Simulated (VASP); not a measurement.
# MgH2: single point with PBE

The system is MgH2.

```xyz
6
Lattice="2.3823 -2.4572 0.0000 2.3823 2.4572 0.0000 0.0000 0.0000 4.4930" Properties=species:S:1:pos:R:3 pbc="T T T"
Mg    2.3823   -0.7670    3.5299
Mg    2.3823    0.7670    1.2834
H     1.2228   -0.4946    0.4813
H     3.5419    0.4946    2.7278
H     1.2228    0.4946    2.7278
H     3.5419   -0.4946    0.4813
```

```
Program             : VASP 6.6.1
Task                : single point
Functional          : PBE
Potentials or basis : VASP PAW PBE potentials, release 64 (Mg, H)
Cutoff              : 520 eV
k mesh              : 6 × 6 × 4
Occupations         : gaussian, width 0.1 eV
Spin                : no spin polarisation
```

The pressure is 10.2 GPa and the largest force is 1.058 eV/Å. The band gap on the k mesh is 0.81 eV, indirect (least direct gap 1.55 eV).

Forces on the atoms (eV/Å):
```
Mg   0.000 -1.052  0.113
Mg   0.000  1.052  0.113
H   -0.112 -0.019 -0.056
H    0.112  0.019 -0.056
H   -0.112  0.019 -0.056
H    0.112 -0.019 -0.056
```

Stress tensor (GPa, compression positive):
```
 6.12  0.00  0.00
 0.00 10.20  0.00
 0.00  0.00 14.18
```

Levels at points of the mesh, in eV from the valence-band top:
```
           k point  band 2  band 3  band 4  band 5  band 6  band 7
(0.00, 0.00, 0.00)   -4.33   -1.25   -0.29    1.26    5.84    7.00
(0.50, 0.00, 0.00)   -5.87   -2.52   -1.88    3.83    4.47    7.15
(0.50, 0.50, 0.00)   -4.64   -3.63   -1.14    0.81    2.69    4.57
(0.00, 0.00, 0.50)   -7.42   -0.66   -0.66    6.71    6.71    6.86
(0.50, 0.00, 0.50)   -5.10   -4.39   -4.39    6.52    6.52    7.52
(0.50, 0.50, 0.50)   -3.88   -3.48   -3.48    1.57    1.57    2.80
```

Wall time 17 s on 1 thread of Intel(R) Xeon(R) Platinum 8375C CPU @ 2.90GHz (Ice Lake), with other jobs on the host, peak memory 0.18 GiB.

Caveat: forces of over 1 eV/Å act on the atoms, so gaps and moduli don't describe the material at rest. PBE gaps usually lie below the measured ones, often by a third to a half.
